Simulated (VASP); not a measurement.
# As (P6_3/mmc) in VASP: a series of runs

Runs on As. Level: PBE. Tasks: single point.

Program: VASP 6.6.1. These are calculated values, not measurements. Logs are shortened: lines on timing, memory, paths and dates and some standing lists are left out, and cuts for length are marked.

## (1) The cell of the first run

Symmetry: P6_3/mmc, No. 194, hexagonal system. The conventional cell has a = 3.306 Å, b = 3.306 Å, c = 9.004 Å, α = 90.00°, β = 90.00°, γ = 120.00°. Within 2.5 Å of As (site symmetry -6m2) lie 3 As at 1.91 Å. Within 2.5 Å of As (site symmetry -6m2) lie 3 As at 1.91 Å.

## (2) Single point, PBE

Input file INCAR:

```
PREC     = Accurate       # precision mode
ENCUT    = 500            # plane-wave cutoff, eV
EDIFF    = 1E-6           # SCF threshold, eV
ISMEAR   = 0              # smearing method
SIGMA    = 0.1            # smearing width, eV
LREAL    = F              # projectors in reciprocal space
LASPH    = T              # aspherical terms in the spheres
NELM     = 120            # most SCF steps
ALGO     = Normal         # electronic algorithm
ISIF     = 2              # what is computed and relaxed
LWAVE    = F              # write WAVECAR
LCHARG   = F              # write CHGCAR
GGA      = PE             # functional
NBANDS   = 18             # bands
GGA_COMPAT= F
```

Input file KPOINTS:

```
Automatic mesh
0
Gamma
  6 6 2
```

Input file POSCAR:

```
As
1.0
    3.3058903840      0.0000000000      0.0000000000
   -1.6529451920      2.8629850546      0.0000000000
    0.0000000000      0.0000000000      9.0038477937
As
4
Direct
    0.0000000000      0.0000000000      0.2500000000
    0.0000000000      0.0000000000      0.7500000000
    0.3333333333      0.6666666667      0.7500000000
    0.6666666667      0.3333333333      0.2500000000
```

Potentials or basis: VASP PAW PBE potentials, release 64 (As).

Launch:

```bash
cat potpaw_PBE.64/As/POTCAR > POTCAR
mpirun -np 1 vasp_std > vasp.out
```

OUTCAR:

```text
PREC = Accurate
   ENCUT = 500
   EDIFF = 1E-6
   ISMEAR = 0
   LREAL = F
   LASPH = T
   NELM = 120
   ISIF = 2
   GGA = PE

 ion  position               nearest neighbor table
   1  0.000  0.000  0.250-   4 1.91   4 1.91   4 1.91
   2  0.000  0.000  0.750-   3 1.91   3 1.91   3 1.91
   3  0.333  0.667  0.750-   2 1.91   2 1.91   2 1.91
   4  0.667  0.333  0.250-   1 1.91   1 1.91   1 1.91

  LATTYP: Found a hexagonal cell.
 ALAT       =     3.3058903840
 C/A-ratio  =     2.7235772357

  Lattice vectors:

 A1 = (   3.3058903840,   0.0000000000,   0.0000000000)
 A2 = (  -1.6529451920,   2.8629850546,   0.0000000000)
 A3 = (   0.0000000000,   0.0000000000,   9.0038477937)

Analysis of symmetry for initial positions (statically):
=====================================================================
 Subroutine PRICEL returns:
 Original cell was already a primitive cell.

 Routine SETGRP: Setting up the symmetry group for a
 hexagonal supercell.

 Subroutine GETGRP returns: Found 24 space group operations
 (whereof 12 operations were pure point group operations)
 out of a pool of 24 trial point group operations.

The static configuration has the point symmetry D_3d.
 The point group associated with its full space group is D_6h.

Analysis of symmetry for dynamics (positions and initial velocities):
=====================================================================
 Subroutine PRICEL returns:
 Original cell was already a primitive cell.

 Routine SETGRP: Setting up the symmetry group for a
 hexagonal supercell.

 Subroutine GETGRP returns: Found 24 space group operations
 (whereof 12 operations were pure point group operations)
 out of a pool of 24 trial point group operations.

The dynamic configuration has the point symmetry D_3d.
 The point group associated with its full space group is D_6h.

 Subroutine INISYM returns: Found 24 space group operations
 (whereof 12 operations are pure point group operations),
 and found     1 'primitive' translations

----------------------------------------------------------------------------------------

                                     Primitive cell

[... 78 lines left out ...]
   LNONCOLLINEAR =      F non collinear calculations
   LSORBIT =      F    spin-orbit coupling
   LASPH  =      T    aspherical Exc in radial PAW
   ENCUT  =  500.0 eV  36.75 Ry    6.06 a.u.   6.03  6.03 16.42*2*pi/ulx,y,z
   NELM   =    120;   NELMIN=  2; NELMDL= -5     # of ELM steps
   EDIFF  = 0.1E-05   stopping-criterion for ELM
   LREAL  =      F    real-space projection
   EDIFFG = 0.1E-04   stopping-criterion for IOM
   NSW    =      0    number of steps for IOM
   IBRION =     -1    ionic relax: 0-MD 1-quasi-New 2-CG
   NFREE  =      0    steps in history (QN), initial steepest desc. (CG)
   ISIF   =      2    stress and relaxation
   ISYM   =      2    0-nonsym 1-usesym 2-fastsym
   POTIM  = 0.5000    time-step for ionic-motion
   TEBEG  =    0.0;   TEEND  =   0.0 temperature during run
   PSTRESS=    0.0 pullay stress
   NELECT =      20.0000    total number of electrons
   NUPDOWN=      -1.0000    fix difference up-down
   EMIN   =  10.00;   EMAX   =-10.00  energy-range for DOS
   EFERMI =   0.00;   METHOD = LEGACY
   ISMEAR =     0;   SIGMA  =   0.10  broadening in eV -4-tet -1-fermi 0-gaus
   EFERMI_NEDOS =   21; number of points for ismear=-14 and -15
   IALGO  =     38    algorithm
   IMIX   =      4    mixing-type and parameters
     AMIX     =   0.40;   BMIX     =  1.00
     AMIX_MAG =   1.60;   BMIX_MAG =  1.00
  volume/ion in A,a.u.               =      21.30       143.77
  Fermi-wavevector in a.u.,A,eV,Ry     =   1.009810  1.908264 13.874078  1.019716
  Thomas-Fermi vector in A             =   2.142761
   LORBIT       =      0    0 simple, 1 ext, 2 COOP (PROOUT), +10 PAW based schemes
   GGA     = PE    functional components
   LHFCALC =     F    Hartree Fock is set to
   AEXX    =    0.0000 exact exchange contribution
   IVDW    =     0    specifies the selected vdW correction
   LEPSILON=     F    determine dielectric tensor
   LRPA    =     F    only Hartree local field effects (RPA)
 non-spin polarized calculation
 Gauss-broadening in eV      SIGMA  =   0.10
  energy-cutoff  :      500.00
  volume of cell :       85.22
 maximum number of plane-waves:      2202
   NGX = 13   NGY = 13   NGZ = 33

 number of electron      20.0000003 magnetization

 Free energy of the ion-electron system (eV)
  ---------------------------------------------------
  ext. energy  EPLUGINS =         0.00000000
  ---------------------------------------------------
  free energy    TOTEN  =         1.30234611 eV

  energy without entropy =        1.31462064  energy(sigma->0) =        1.30848337

 E-fermi :   6.4886     XC(G=0):  -9.0698

 val. band max:        6.4669662046   @ k =   0.0000   0.0000   0.0000
 cond. band min:       6.5000015978   @ k =   0.0000   0.0000   0.5000
 fundamental gap:      0.0330353932
 Fermi energy:         6.4885586948

 k-point     1 :       0.0000    0.0000    0.0000
  band No.  band energies     occupation
      1     -13.9882      2.00000
      2     -13.9422      2.00000
      3      -2.2067      2.00000
      4      -1.4194      2.00000
      5       0.8111      2.00000
      6       0.8111      2.00000
[... 271 lines left out ...]
      5      -4.7848      2.00000
      6      -4.7848      2.00000
[... 10 lines left out ...]
     17      11.9390      0.00000
     18      11.9390      0.00000

------------------------ aborting loop because EDIFF is reached ----------------------------------------

  FORCE on cell =-STRESS in cart. coord.  units (eV):
  Direction    XX          YY          ZZ          XY          YZ          ZX
  --------------------------------------------------------------------------------------
  -------------------------------------------------------------------------------------
  Total       83.6464854     83.6464854     -0.4536674      0.0000000     -0.0000000      0.0000000
  in kB     1572.6156940   1572.6156939     -8.5292814      0.0000000     -0.0000000      0.0000000
  external PRESSURE =    1045.5673688 kB  Pullay stress =       0.0000000 kB

 VOLUME and BASIS-vectors are now :
 -----------------------------------------------------------------------------
  energy-cutoff  :      500.00
  volume of cell :       85.22
      direct lattice vectors                 reciprocal lattice vectors
     3.305890384  0.000000000  0.000000000     0.302490368  0.174642896  0.000000000
    -1.652945192  2.862985055  0.000000000     0.000000000  0.349285791  0.000000000
     0.000000000  0.000000000  9.003847794     0.000000000  0.000000000  0.111063628

 POSITION                                       TOTAL-FORCE (eV/Angst)
 -----------------------------------------------------------------------------------
      0.00000      0.00000      2.25096        -0.000000      0.000000     -0.000000
      0.00000      0.00000      6.75289        -0.000000      0.000000      0.000000
     -0.00000      1.90866      6.75289         0.000000     -0.000000     -0.000000
      1.65295      0.95433      2.25096        -0.000000      0.000000      0.000000
 -----------------------------------------------------------------------------------
    total drift:                                0.000000     -0.000000     -0.000000

  FREE ENERGIE OF THE ION-ELECTRON SYSTEM (eV)
  ---------------------------------------------------
  free  energy   TOTEN  =         1.3023461067 eV

  energy  without entropy=        1.3146206376  energy(sigma->0) =        1.30848337
```

OSZICAR:

```text
N       E                     dE             d eps       ncg     rms          rms(c)
DAV:   1     0.113423749477E+03    0.11342E+03   -0.82890E+03   504   0.913E+02
DAV:   2     0.585509902581E+01   -0.10757E+03   -0.10385E+03   686   0.172E+02
DAV:   3     0.386193752833E+00   -0.54689E+01   -0.54101E+01   624   0.407E+01
DAV:   4     0.313388048417E+00   -0.72806E-01   -0.70361E-01   664   0.480E+00
DAV:   5     0.312071185487E+00   -0.13169E-02   -0.13166E-02   626   0.467E-01    0.143E+01
DAV:   6     0.103478165270E+01    0.72271E+00   -0.43578E-01   580   0.306E+00    0.868E+00
DAV:   7     0.129040184700E+01    0.25562E+00   -0.76536E-01   562   0.401E+00    0.686E-01
DAV:   8     0.130227726049E+01    0.11875E-01   -0.82225E-02   578   0.122E+00    0.549E-01
DAV:   9     0.130262259561E+01    0.34534E-03   -0.17165E-03   590   0.236E-01    0.601E-02
DAV:  10     0.130242241585E+01   -0.20018E-03   -0.53800E-04   606   0.108E-01    0.338E-02
DAV:  11     0.130234834542E+01   -0.74070E-04   -0.13028E-04   588   0.553E-02    0.626E-03
DAV:  12     0.130234482670E+01   -0.35187E-05   -0.40971E-06   654   0.103E-02    0.566E-03
DAV:  13     0.130234633928E+01    0.15126E-05   -0.33040E-06   592   0.840E-03    0.436E-04
DAV:  14     0.130234610673E+01   -0.23255E-06   -0.43089E-08   286   0.125E-03
   1 F= 0.13023461E+01 E0= 0.13084834E+01  d E =-.122745E-01
```

stdout:

```text
POSCAR found type information on POSCAR As
 POSCAR found :  1 types and       4 ions
 scaLAPACK will be used
 LDA part: xc-table for (Slater+PW92), standard interpolation
 POSCAR, INCAR and KPOINTS ok, starting setup
 FFT: planning ... GRIDC
 FFT: planning ... GRID_SOFT
 FFT: planning ... GRID
 WAVECAR not read
 entering main loop
```

Wall time 24 s (1 thread of Intel Xeon 8259CL, shared host); peak memory 0.18 GiB.

What came out:

```yaml
Free_energy: 1.3023 eV
Pressure: 104.6 GPa
Band_gap_on_the_k_mesh: zero (band 10 reaches 7.80 eV, above the bottom of band 11 at 4.51 eV)
```

Levels at points of the mesh, in eV from the Fermi level:
| k point | band 7 | band 8 | band 9 | band 10 | band 11 | band 12 | band 13 | band 14 |
| --- | --- | --- | --- | --- | --- | --- | --- | --- |
| (0.00, 0.00, 0.00) | -5.67 | -5.67 | -0.02 | 0.04 | 0.04 | 0.86 | 0.86 | 0.89 |
| (0.50, 0.00, 0.00) | -5.16 | -4.82 | -2.39 | -2.05 | -1.98 | -1.88 | 4.12 | 4.47 |
| (0.00, 0.00, 0.50) | -5.67 | -5.67 | 0.01 | 0.01 | 0.87 | 0.87 | 0.87 | 0.87 |
| (0.50, 0.00, 0.50) | -4.97 | -4.97 | -2.31 | -2.31 | -1.92 | -1.92 | 5.26 | 5.26 |

Caveat: the k points lie up to 0.37 Å⁻¹ apart; this functional lacks dispersion, which binds the layers, so the pressure and a relaxed spacing across them are unreliable.

## (3) Single point, PBE

This run uses another cell than the first one, of 24.94 Å³/atom, 1.171 times its volume.

Input file INCAR:

```
  PREC = Accurate
  ENCUT = 500
  EDIFF = 1E-6
  ISMEAR = 0
  SIGMA = 0.1
  LREAL = False
  LASPH = True
  NELM = 120
  ALGO = Normal
  ISIF = 2
  LWAVE = False
  LCHARG = False
  GGA = PE
  NBANDS = 18
  GGA_COMPAT = False
```

KPOINTS is that of step 2.

Input file POSCAR:

```
As
1.0
    4.4261658638      0.0000000000      0.0000000000
   -2.2130829319      3.8331720794      0.0000000000
    0.0000000000      0.0000000000      5.8799305047
As
4
Direct
    0.0000000000      0.0000000000      0.2500000000
    0.0000000000      0.0000000000      0.7500000000
    0.3333333333      0.6666666667      0.7500000000
    0.6666666667      0.3333333333      0.2500000000
```

Potentials or basis: VASP PAW PBE potentials, release 64 (As).

Launch:

```bash
cat potpaw_PBE.64/As/POTCAR > POTCAR
mpirun -np 1 vasp_std > vasp.out
```

It took 34 s on 1 thread of Intel Xeon 8259CL, shared host; peak memory 0.2 GiB.

It converged, with:

* Free energy: -16.9838 eV
* Pressure: 0.1 GPa
* Band gap on the k mesh: zero (band 10 reaches 4.49 eV, above the bottom of band 11 at 3.68 eV)

Stress tensor (GPa, compression positive):
```
0.19 0.00 0.00
0.00 0.19 0.00
0.00 0.00 0.00
```

Levels at points of the mesh, in eV from the Fermi level:
```csv
k point,band 6,band 7,band 8,band 9,band 10,band 11,band 12,band 13,band 14,band 15
"(0.00, 0.00, 0.00)",-3.61,-3.61,-2.85,-2.85,0.67,0.81,1.26,1.26,2.04,2.04
"(0.50, 0.00, 0.00)",-4.09,-3.33,-1.95,-1.88,-1.36,0.25,4.03,4.19,4.30,4.90
"(0.00, 0.00, 0.50)",-3.21,-3.21,-3.21,-2.58,-2.58,1.33,1.33,1.33,1.33,2.00
"(0.50, 0.00, 0.50)",-4.17,-2.52,-2.52,-1.05,-1.05,0.79,0.79,4.28,4.28,5.26
```

Caveat: the k points lie up to 0.53 Å⁻¹ apart.
